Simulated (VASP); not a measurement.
# MoRu2 (Fm-3m) in VASP: a series of runs

MoRu2 is run at these levels: PBE; tasks: relaxation of cell and atoms, single point.

Everything below comes from runs of VASP 6.6.1. Logs are shortened: lines on timing, memory, paths and dates and some standing lists are left out, and cuts for length are marked.

## 1. The cell of the first run

The structure is cubic, space group Fm-3m (No. 225). Conventional cell: a = 5.533 Å, b = 5.533 Å, c = 5.533 Å, α = 90.00°, β = 90.00°, γ = 90.00°. Within 3.2 Å of Mo (site symmetry m-3m) lie 8 Ru at 2.40 Å. Within 3.2 Å of Ru (site symmetry -43m) lie 4 Mo at 2.40 Å and 6 Ru at 2.77 Å.

## 2. Relaxation of cell and atoms, PBE

INCAR

```
SYSTEM = MoRu2
PREC     = Accurate       ! precision mode
ENCUT    = 600            ! plane-wave cutoff, eV
EDIFF    = 1E-7           ! SCF threshold, eV
ISMEAR   = 0              ! smearing method
SIGMA    = 0.1            ! smearing width, eV
LREAL    = .FALSE.        ! projectors in reciprocal space
LASPH    = .TRUE.         ! aspherical terms in the spheres
NELM     = 60             ! most SCF steps
ALGO     = Fast           ! electronic algorithm
ISIF     = 3              ! what is computed and relaxed
LWAVE    = .FALSE.        ! write WAVECAR
LCHARG   = .FALSE.        ! write CHGCAR
GGA      = PE             ! functional
IBRION   = 2              ! ionic algorithm
NSW      = 90             ! ionic steps
EDIFFG   = -0.04          ! ionic threshold
```

KPOINTS

```
Automatic mesh
0
G
  6 6 6
  0 0 0
```

POSCAR

```
MoRu2
1.0
    0.0000000000      2.7663890000      2.7663890000
    2.7663890000      0.0000000000      2.7663890000
    2.7663890000      2.7663890000      0.0000000000
Mo Ru
1 2
Direct
    0.0000000000      0.0000000000      0.0000000000
    0.7500000000      0.7500000000      0.7500000000
    0.2500000000      0.2500000000      0.2500000000
```

Potentials or basis: VASP PAW PBE potentials, release 64 (Mo_sv, Ru_pv).

On the command line:

```console
> cat potpaw_PBE.64/Mo_sv/POTCAR potpaw_PBE.64/Ru_pv/POTCAR > POTCAR
> mpirun -np 1 vasp_std > vasp.out
```

OUTCAR:

```text
SYSTEM = MoRu2
   PREC = Accurate
   ENCUT = 600
   EDIFF = 1E-7
   ISMEAR = 0
   LREAL = .FALSE.
   LASPH = .TRUE.
   NELM = 60
   ISIF = 3
   GGA = PE
   IBRION = 2
   NSW = 90
   EDIFFG = -0.04

 ion  position               nearest neighbor table
   1  0.000  0.000  0.000-   2 2.40   2 2.40   2 2.40   2 2.40   3 2.40   3 2.40   3 2.40   3 2.40

   2  0.750  0.750  0.750-   1 2.40   1 2.40   1 2.40   1 2.40   3 2.77   3 2.77   3 2.77   3 2.77
                             3 2.77   3 2.77
   3  0.250  0.250  0.250-   1 2.40   1 2.40   1 2.40   1 2.40   2 2.77   2 2.77   2 2.77   2 2.77
                             2 2.77   2 2.77

  LATTYP: Found a face centered cubic cell.
 ALAT       =     5.5327780000

  Lattice vectors:

 A1 = (   0.0000000000,   2.7663890000,   2.7663890000)
 A2 = (   2.7663890000,   0.0000000000,   2.7663890000)
 A3 = (   2.7663890000,   2.7663890000,   0.0000000000)

Analysis of symmetry for initial positions (statically):
=====================================================================
 Subroutine PRICEL returns:
 Original cell was already a primitive cell.

 Routine SETGRP: Setting up the symmetry group for a
 face centered cubic supercell.

 Subroutine GETGRP returns: Found 48 space group operations
 (whereof 48 operations were pure point group operations)
 out of a pool of 48 trial point group operations.

The static configuration has the point symmetry O_h .

Analysis of symmetry for dynamics (positions and initial velocities):
=====================================================================
 Subroutine PRICEL returns:
 Original cell was already a primitive cell.

 Routine SETGRP: Setting up the symmetry group for a
 face centered cubic supercell.

 Subroutine GETGRP returns: Found 48 space group operations
 (whereof 48 operations were pure point group operations)
 out of a pool of 48 trial point group operations.

The dynamic configuration has the point symmetry O_h .

 Subroutine INISYM returns: Found 48 space group operations
 (whereof 48 operations are pure point group operations),
 and found     1 'primitive' translations

----------------------------------------------------------------------------------------

                                     Primitive cell

  volume of cell :      42.3418

  direct lattice vectors                    reciprocal lattice vectors
     0.000000000  2.766389000  2.766389000    -0.180741031  0.180741031  0.180741031
     2.766389000  0.000000000  2.766389000     0.180741031 -0.180741031  0.180741031
     2.766389000  2.766389000  0.000000000     0.180741031  0.180741031 -0.180741031

  length of vectors
[... 41 lines left out ...]
  0.000000  0.000000  0.000000      1.000000
  0.166667  0.000000  0.000000      8.000000
  0.333333  0.000000  0.000000      8.000000
  0.500000  0.000000  0.000000      4.000000
  0.166667  0.166667  0.000000      6.000000
  0.333333  0.166667  0.000000     24.000000
[... 8 lines left out ...]
 -0.333333  0.333333  0.166667     24.000000
 -0.333333  0.500000  0.166667     12.000000
   k-points           NKPTS =     16   k-points in BZ     NKDIM =     16   number of bands    NBANDS=     25
   number of dos      NEDOS =    301   number of ions     NIONS =      3
   total plane-waves  NPLWV =  32768
   dimension x,y,z NGX =    32 NGY =   32 NGZ =   32
   dimension x,y,z NGXF=    64 NGYF=   64 NGZF=   64
   ions per type =               1   2
   NGX,Y,Z   is equivalent  to a cutoff of  13.60, 13.60, 13.60 a.u.
   NGXF,Y,Z  is equivalent  to a cutoff of  27.20, 27.20, 27.20 a.u.
 SYSTEM =  MoRu2
   PREC   = accura    normal or accurate (medium, high low for compatibility)
   ISTART =      0    job   : 0-new  1-cont  2-samecut
   ICHARG =      2    charge: 1-file 2-atom 10-const
   ISPIN  =      1    spin polarized calculation?
   LNONCOLLINEAR =      F non collinear calculations
   LSORBIT =      F    spin-orbit coupling
   LASPH  =      T    aspherical Exc in radial PAW
   ENCUT  =  600.0 eV  44.10 Ry    6.64 a.u.   7.81  7.81  7.81*2*pi/ulx,y,z
   NELM   =     60;   NELMIN=  2; NELMDL= -5     # of ELM steps
   EDIFF  = 0.1E-06   stopping-criterion for ELM
   LREAL  =      F    real-space projection
   EDIFFG = -.4E-01   stopping-criterion for IOM
   NSW    =     90    number of steps for IOM
   IBRION =      2    ionic relax: 0-MD 1-quasi-New 2-CG
   NFREE  =      1    steps in history (QN), initial steepest desc. (CG)
   ISIF   =      3    stress and relaxation
   ISYM   =      2    0-nonsym 1-usesym 2-fastsym
   POTIM  = 0.5000    time-step for ionic-motion
   TEBEG  =    0.0;   TEEND  =   0.0 temperature during run
   PSTRESS=    0.0 pullay stress
   NELECT =      42.0000    total number of electrons
   NUPDOWN=      -1.0000    fix difference up-down
   EMIN   =  10.00;   EMAX   =-10.00  energy-range for DOS
   EFERMI =   0.00;   METHOD = LEGACY
   ISMEAR =     0;   SIGMA  =   0.10  broadening in eV -4-tet -1-fermi 0-gaus
   EFERMI_NEDOS =   21; number of points for ismear=-14 and -15
   IALGO  =     68    algorithm
   IMIX   =      4    mixing-type and parameters
     AMIX     =   0.40;   BMIX     =  1.00
     AMIX_MAG =   1.60;   BMIX_MAG =  1.00
  volume/ion in A,a.u.               =      14.11        95.25
  Fermi-wavevector in a.u.,A,eV,Ry     =   1.632681  3.085320 36.268334  2.665647
  Thomas-Fermi vector in A             =   2.724611
   LORBIT       =      0    0 simple, 1 ext, 2 COOP (PROOUT), +10 PAW based schemes
   GGA     = PE    functional components
   LHFCALC =     F    Hartree Fock is set to
   AEXX    =    0.0000 exact exchange contribution
   IVDW    =     0    specifies the selected vdW correction
   LEPSILON=     F    determine dielectric tensor
   LRPA    =     F    only Hartree local field effects (RPA)
 conjugate gradient relaxation of ions
 non-spin polarized calculation
 RMM-DIIS sequential band-by-band and
 Gauss-broadening in eV      SIGMA  =   0.10
  energy-cutoff  :      600.00
  volume of cell :       42.34
 maximum number of plane-waves:      1428
   NGX = 15   NGY = 15   NGZ = 15

--------------------------------------- Ionic step        1  -------------------------------------------

 number of electron      42.0000003 magnetization

 Free energy of the ion-electron system (eV)
  ---------------------------------------------------
  ext. energy  EPLUGINS =         0.00000000
  ---------------------------------------------------
  free energy    TOTEN  =       -26.35271735 eV

  energy without entropy =      -26.34151037  energy(sigma->0) =      -26.34711386

 E-fermi :  12.6814     XC(G=0): -13.6442

 val. band max:       12.5529432145   @ k =  -0.3333   0.1667   0.0000
 cond. band min:      12.7361799916   @ k =   0.5000   0.0000   0.0000
 fundamental gap:      0.1832367771
 Fermi energy:        12.6814288390
[... 1048 lines left out ...]
--------------------------------------- Ionic step        5  -------------------------------------------

 number of electron      41.9999990 magnetization

 Free energy of the ion-electron system (eV)
  ---------------------------------------------------
  ext. energy  EPLUGINS =         0.00000000
  ---------------------------------------------------
  free energy    TOTEN  =       -27.70195574 eV

  energy without entropy =      -27.68459921  energy(sigma->0) =      -27.69327747

 E-fermi :   9.6930     XC(G=0): -12.5797

 val. band max:        9.6509421077   @ k =   0.3333   0.3333   0.0000
 cond. band min:       9.7588482662   @ k =   0.5000   0.3333   0.1667
 fundamental gap:      0.1079061585
 Fermi energy:         9.6930442878
[... 476 lines left out ...]
  FREE ENERGIE OF THE ION-ELECTRON SYSTEM (eV)
  ---------------------------------------------------
  free  energy   TOTEN  =       -27.7019557361 eV

  energy  without entropy=      -27.6845992103  energy(sigma->0) =      -27.69327747

 reached required accuracy - stopping structural energy minimisation
```

OSZICAR:

```text
N       E                     dE             d eps       ncg     rms          rms(c)
DAV:   1     0.520265448046E+03    0.52027E+03   -0.27746E+04   800   0.203E+03
DAV:   2    -0.966500036913E+01   -0.52993E+03   -0.52419E+03   857   0.580E+02
DAV:   3    -0.269957141361E+02   -0.17331E+02   -0.16941E+02  1008   0.101E+02
DAV:   4    -0.272673691840E+02   -0.27166E+00   -0.27091E+00   896   0.111E+01
[... 84 lines left out ...]
RMM:   7    -0.277019612215E+02   -0.15540E-04   -0.26471E-04   917   0.833E-02    0.213E-02
RMM:   8    -0.277019530276E+02    0.81939E-05   -0.32780E-05   856   0.322E-02    0.120E-02
RMM:   9    -0.277019556062E+02   -0.25787E-05   -0.81512E-06   839   0.193E-02    0.237E-03
RMM:  10    -0.277019557126E+02   -0.10630E-06   -0.21978E-06   738   0.781E-03    0.163E-03
RMM:  11    -0.277019557361E+02   -0.23547E-07   -0.27744E-07   518   0.272E-03
   5 F= -.27701956E+02 E0= -.27693277E+02  d E =-.134924E+01
```

CONTCAR:

```text
MoRu2
   1.00000000000000
    -0.0000000000000000    2.9403305764552803    2.9403305764552803
     2.9403305764552803    0.0000000000000000    2.9403305764552803
     2.9403305764552803    2.9403305764552803   -0.0000000000000000
  Mo              Ru
     1     2
Direct
     0.0000000000000000    0.0000000000000000    0.0000000000000000
     0.7500000000000000    0.7500000000000000    0.7500000000000000
     0.2500000000000000    0.2500000000000000    0.2500000000000000

  0.00000000E+00  0.00000000E+00  0.00000000E+00
  0.00000000E+00  0.00000000E+00  0.00000000E+00
  0.00000000E+00  0.00000000E+00  0.00000000E+00
```

Run time: 4.6 min. Hardware: 1 thread of AMD EPYC, shared host; peak memory 0.16 GiB.

Results:

| Property | Result |
| --- | --- |
| Free energy | -27.7020 eV |
| Relaxed volume | 16.95 Å³/atom |
| Relaxed cell | a = 4.158 Å, b = 4.158 Å, c = 4.158 Å, α = 60.00°, β = 60.00°, γ = 60.00° |
| Space group after relaxing (to 0.05 Å) | Fm-3m (No. 225) |
| Energy gained by relaxing | 449.7 meV/atom |
| Ionic steps | 5 |
| Pressure after relaxing | 0.1 GPa |
| Band gap on the k mesh | zero (band 21 reaches 11.12 eV, above the bottom of band 22 at 9.28 eV) |

Step by step:
```
step  energy change (eV)  largest force (eV/Å)  pressure (GPa)  volume (Å³)
   1              0.0000                0.0000           60.13        42.34
   2              4.2593                0.0000          -33.62        83.80
   3             -1.2475                0.0000           -7.14        52.77
   4             -1.3463                0.0000           -1.97        51.34
   5             -1.3492                0.0000            0.10        50.84
```

Final structure:
```xyz
3
Lattice="0.0000 2.9403 2.9403 2.9403 0.0000 2.9403 2.9403 2.9403 0.0000" Properties=species:S:1:pos:R:3 pbc="T T T"
Mo    0.0000    0.0000    0.0000
Ru    4.4105    4.4105    4.4105
Ru    1.4702    1.4702    1.4702
```

Caveat: the volume moved by over 15 % at a fixed basis, so the end points are rough.

## 3. Single point, PBE, collinear spin, ferromagnetic start

This run uses another cell than the first one, of 16.91 Å³/atom, 1.198 times its volume.

INCAR

```
SYSTEM = MoRu2
  ALGO = Normal
  EDIFF = 1E-6
  ENCUT = 520
  GGA = PE
  ISIF = 2
  ISMEAR = 0
  ISPIN = 2
  LASPH = .True.
  LCHARG = .False.
  LMAXMIX = 4
  LORBIT = 11
  LREAL = .False.
  LWAVE = .False.
  MAGMOM = 1 1 1
  NBANDS = 32
  NELM = 150
  PREC = Accurate
  SIGMA = 0.1
```

KPOINTS

```
k-points
0
Gamma
  6 6 6
  0 0 0
```

POSCAR

```
MoRu2
1.0
    0.0000000000      2.9382648299      2.9382648299
    2.9382648299      0.0000000000      2.9382648299
    2.9382648299      2.9382648299      0.0000000000
Mo Ru
1 2
Direct
    0.0000000000      0.0000000000      0.0000000000
    0.7500000000      0.7500000000      0.7500000000
    0.2500000000      0.2500000000      0.2500000000
```

Potentials or basis: VASP PAW PBE potentials, release 64 (Mo_sv, Ru_pv).

On the command line:

```console
> cat potpaw_PBE.64/Mo_sv/POTCAR potpaw_PBE.64/Ru_pv/POTCAR > POTCAR
> mpirun -np 1 vasp_std > vasp.out
```

OUTCAR:

```text
SYSTEM = MoRu2
   EDIFF = 1E-6
   ENCUT = 520
   GGA = PE
   ISIF = 2
   ISMEAR = 0
   ISPIN = 2
   LASPH = .True.
   LORBIT = 11
   LREAL = .False.
   NELM = 150
   PREC = Accurate

 ion  position               nearest neighbor table
   1  0.000  0.000  0.000-   2 2.54   3 2.54   2 2.54   2 2.54   2 2.54   3 2.54   3 2.54   3 2.54

   2  0.750  0.750  0.750-   1 2.54   1 2.54   1 2.54   1 2.54   3 2.94   3 2.94   3 2.94   3 2.94
                             3 2.94   3 2.94
   3  0.250  0.250  0.250-   1 2.54   1 2.54   1 2.54   1 2.54   2 2.94   2 2.94   2 2.94   2 2.94
                             2 2.94   2 2.94

  LATTYP: Found a face centered cubic cell.
 ALAT       =     5.8765296598

  Lattice vectors:

 A1 = (   0.0000000000,   2.9382648299,   2.9382648299)
 A2 = (   2.9382648299,   0.0000000000,   2.9382648299)
 A3 = (   2.9382648299,   2.9382648299,   0.0000000000)

Analysis of symmetry for initial positions (statically):
=====================================================================
 Subroutine PRICEL returns:
 Original cell was already a primitive cell.

 Routine SETGRP: Setting up the symmetry group for a
 face centered cubic supercell.

 Subroutine GETGRP returns: Found 48 space group operations
 (whereof 48 operations were pure point group operations)
 out of a pool of 48 trial point group operations.

The static configuration has the point symmetry O_h .

Analysis of symmetry for dynamics (positions and initial velocities):
=====================================================================
 Subroutine PRICEL returns:
 Original cell was already a primitive cell.

 Routine SETGRP: Setting up the symmetry group for a
 face centered cubic supercell.

 Subroutine GETGRP returns: Found 48 space group operations
 (whereof 48 operations were pure point group operations)
 out of a pool of 48 trial point group operations.

The dynamic configuration has the point symmetry O_h .

Analysis of structural, dynamic, and magnetic symmetry:
=====================================================================
[... 151 lines left out ...]
  energy without entropy =      -27.69259679  energy(sigma->0) =      -27.70117324

 E-fermi :   9.7244     XC(G=0): -12.5916

 val. band max:        9.6817750984   @ k =   0.3333   0.3333   0.0000
 cond. band min:       9.7900420696   @ k =   0.5000   0.3333   0.1667
 fundamental gap:      0.1082669712
 Fermi energy:         9.7244358112

 spin component 1

 k-point     1 :       0.0000    0.0000    0.0000
  band No.  band energies     occupation
      1     -51.3091      1.00000
      2     -32.6614      1.00000
      3     -32.6614      1.00000
      4     -32.6614      1.00000
      5     -32.4914      1.00000
      6     -32.4914      1.00000
[... 549 lines left out ...]
     31      21.1658      0.00000
     32      21.9032      0.00000
 Fermi energy:         9.7244358112

 spin component 2

 k-point     1 :       0.0000    0.0000    0.0000
  band No.  band energies     occupation
      1     -51.3092      1.00000
      2     -32.6613      1.00000
      3     -32.6613      1.00000
      4     -32.6613      1.00000
      5     -32.4914      1.00000
      6     -32.4914      1.00000
[... 549 lines left out ...]
     31      21.1658      0.00000
     32      21.9033      0.00000

------------------------ aborting loop because EDIFF is reached ----------------------------------------

  FORCE on cell =-STRESS in cart. coord.  units (eV):
  Direction    XX          YY          ZZ          XY          YZ          ZX
  --------------------------------------------------------------------------------------
  -------------------------------------------------------------------------------------
  Total        0.1767366      0.1767366      0.1767366     -0.0000000     -0.0000000     -0.0000000
  in kB        5.5812863      5.5812863      5.5812863     -0.0000000     -0.0000000     -0.0000000
  external PRESSURE =       5.5812863 kB  Pullay stress =       0.0000000 kB

 VOLUME and BASIS-vectors are now :
 -----------------------------------------------------------------------------
  energy-cutoff  :      520.00
  volume of cell :       50.73
      direct lattice vectors                 reciprocal lattice vectors
     0.000000000  2.938264830  2.938264830    -0.170168460  0.170168460  0.170168460
     2.938264830  0.000000000  2.938264830     0.170168460 -0.170168460  0.170168460
     2.938264830  2.938264830  0.000000000     0.170168460  0.170168460 -0.170168460

 POSITION                                       TOTAL-FORCE (eV/Angst)
 -----------------------------------------------------------------------------------
      0.00000      0.00000      0.00000         0.000000     -0.000000     -0.000000
      4.40740      4.40740      4.40740        -0.000000     -0.000000     -0.000000
      1.46913      1.46913      1.46913         0.000000      0.000000      0.000000
 -----------------------------------------------------------------------------------
    total drift:                                0.000000     -0.000000      0.000000

  FREE ENERGIE OF THE ION-ELECTRON SYSTEM (eV)
  ---------------------------------------------------
  free  energy   TOTEN  =       -27.7097496856 eV

  energy  without entropy=      -27.6925967926  energy(sigma->0) =      -27.70117324

 total charge

# of ion       s       p       d       tot
------------------------------------------
    1        2.468   6.212   3.929  12.609
    2        0.393   6.207   6.082  12.682
    3        0.393   6.207   6.082  12.682
--------------------------------------------------
tot          3.253  18.627  16.093  37.973

 magnetization (x)

# of ion       s       p       d       tot
------------------------------------------
    1       -0.000  -0.000  -0.000  -0.000
    2       -0.000  -0.000   0.000   0.000
    3       -0.000  -0.000   0.000   0.000
--------------------------------------------------
tot         -0.000  -0.000   0.000  -0.000
```

It took 1.8 min on 1 thread of AMD EPYC, shared host; peak memory 0.19 GiB.

Results:

- Free energy: -27.7097 eV
- Pressure: 0.6 GPa
- Band gap on the k mesh: zero (filled and empty bands overlap)
- Net moment: 0.00 μB per cell
- Valence electrons inside the program's atomic spheres: Mo 12.61; Ru 12.68

[end of part 1 of 2]
